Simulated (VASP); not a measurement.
Input of a VASP 6.6.1 run:

INCAR

```
PREC = Accurate
ENCUT = 520
EDIFF = 1E-6
ISMEAR = -1
SIGMA = 0.01
LREAL = F
LASPH = T
NELM = 100
ALGO = Normal
ISIF = 2
LWAVE = F
LCHARG = F
NBANDS = 17
```

Contents of KPOINTS:

```
regular mesh
0
Gamma
  8 8 8
```

File POSCAR:

```
PbS
1.0
    0.0889500000      3.0094750000      3.0094750000
    3.0094750000      0.0889500000      3.0094750000
    3.0094750000      3.0094750000      0.0889500000
Pb S
1 1
Direct
    0.0000000000      0.0000000000      0.0000000000
    0.5000000000      0.5000000000      0.5000000000
```

Potentials or basis: VASP PAW LDA potentials, release 64 (Pb_d, S).

The run is started by

```console
$ cat potpaw_LDA.64/Pb_d/POTCAR potpaw_LDA.64/S/POTCAR > POTCAR
$ mpirun -np 1 vasp_std > vasp.out
```

Question: Estimate the band gap on the k mesh.

Answer: Zero (band 10 reaches 5.78 eV, above the bottom of band 11 at 5.71 eV).

Question: Predict the pressure.

Answer: -2.6 GPa.

Stress tensor (GPa, compression positive):
```
-2.57 -0.63 -0.63
-0.63 -2.57 -0.63
-0.63 -0.63 -2.57
```

Caveat: the cell differs from its parent crystal (equal xy, yz and zx shear strains of +3 %); spin-orbit coupling is left out, which moves the levels of the heavy elements.
